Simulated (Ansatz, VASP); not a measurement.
One calculation of BaTiO3, two programs

POSCAR

```
BaTiO3
1.0
    3.9940950465      0.0000000000      0.0000000000
    0.0000000000      3.9940950465      0.0000000000
    0.0000000000      0.0000000000      3.9940950465
Ba Ti O
1 1 3
Direct
    0.5000000000      0.5000000000      0.5000000000
    0.0000000000      0.0000000000      0.0000000000
    0.5000000000      0.0000000000      0.0000000000
    0.0000000000      0.5000000000      0.0000000000
    0.0000000000      0.0000000000      0.5000000000
```

Contents of INCAR.step1:

```
PREC     = Accurate       # precision mode
ENCUT    = 520            # plane-wave cutoff, eV
EDIFF    = 1E-5           # SCF threshold, eV
ISMEAR   = 0              # smearing method
SIGMA    = 0.01           # smearing width, eV
LREAL    = False          # projectors in reciprocal space
LASPH    = True           # aspherical terms in the spheres
NELM     = 80             # most SCF steps
ALGO     = Normal         # electronic algorithm
ISIF     = 2              # what is computed and relaxed
LWAVE    = True           # write WAVECAR
LCHARG   = False          # write CHGCAR
GGA      = PE             # functional
NBANDS   = 28             # bands
```

The input INCAR.step2:

```
PREC     = Accurate       # precision mode
ENCUT    = 520            # plane-wave cutoff, eV
EDIFF    = 1E-7           # SCF threshold, eV
ISMEAR   = 0              # smearing method
SIGMA    = 0.01           # smearing width, eV
LREAL    = False          # projectors in reciprocal space
LASPH    = True           # aspherical terms in the spheres
NELM     = 80             # most SCF steps
ALGO     = Normal         # electronic algorithm
ISIF     = 2              # what is computed and relaxed
LWAVE    = False          # write WAVECAR
LCHARG   = False          # write CHGCAR
GGA      = PE             # functional
LHFCALC  = True           # exact exchange
AEXX     = 0.25           # exact-exchange fraction
PRECFOCK = Fast         
ISTART   = 1            
NBANDS   = 28             # bands
```

KPOINTS

```
Automatic mesh
0
Gamma
  4 4 4
```

Input for Ansatz:

```yaml
crystal:
  lattice:
    - [3.9940950465, 0.0, 0.0]
    - [0.0, 3.9940950465, 0.0]
    - [0.0, 0.0, 3.9940950465]
  atoms:
    - { symbol: Ba, position: [0.5, 0.5, 0.5] }
    - { symbol: Ti, position: [0.0, 0.0, 0.0] }
    - { symbol: O, position: [0.5, 0.0, 0.0] }
    - { symbol: O, position: [0.0, 0.5, 0.0] }
    - { symbol: O, position: [0.0, 0.0, 0.5] }
kpoints:
  mp_grid: { grid: [4, 4, 4] }
  band_path:
    path: [[0.0, 0.0, 0.0], [0.0, 0.5, 0.0], [0.5, 0.5, 0.0], [0.5, 0.5, 0.5]]
    npoints: 1
hamiltonian:
  xc: pbe0
scf:
  occupations: { method: fixed }
  n_extra_bands: 5
output:
  forces: true
  stress: true
  eigenvalues: true
  write_density: true
  write_potential: true
  elf: true
  volumetric_format: npy
```

Alike in both runs: task single point; functional PBE0; k mesh 4 × 4 × 4; no spin polarisation.

|  | VASP | Ansatz |
| --- | --- | --- |
| version | VASP 6.6.1 | Ansatz 0.2.0 |
| potentials or method | VASP PAW PBE potentials, release 64 (Ba_sv, Ti_sv, O) | plane waves, PAW |
| plane-wave cutoff (eV) | 520 | 420 |
| occupations | gaussian, width 0.01 eV | fixed |
| valence electrons in the cell | 40 | 40 |

```csv
,VASP,Ansatz,Ansatz less VASP
gap on the k mesh at the Fermi level (eV),3.90,3.95,+0.046
pressure (GPa),-0.7,-2.4,-1.63
```

Ansatz's warnings: stress exchange threshold loose, stress scf threshold loose.

Spin-orbit coupling is off throughout.
